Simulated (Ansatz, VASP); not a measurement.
# One calculation of Be, two programs

```
Be
1.0
     1.90136    0.00000    0.00000
     0.00000    1.90136    0.00000
     0.00000    0.00000    1.90136
Be
1
Direct
  0.00000 0.00000 0.00000
```

Change from the starting cell: volume scaled by 0.7, LAPW.

Alike in both runs: task single point; functional LDA; k mesh 21 × 21 × 21; occupations fermi-dirac, width 0.1 eV; no spin polarisation.

```csv
,VASP,Ansatz
version,VASP 6.6.1,Ansatz 0.2.0
potentials or method,"VASP PAW LDA potentials, release 64 (Be), cutoff 600 eV","all-electron LAPW, scalar-relativistic"
```

|  | VASP | Ansatz | Ansatz less VASP |
| --- | --- | --- | --- |
| pressure (GPa) | 52.0 | 51.3 | -0.75 |

LDA's correlation is that of Perdew and Zunger in VASP and of Perdew and Wang (1992) in Ansatz. Both programs put the cell under a high pressure, so it lies far from rest at this level. Ansatz ran all-electron here, and VASP with PAW potentials.
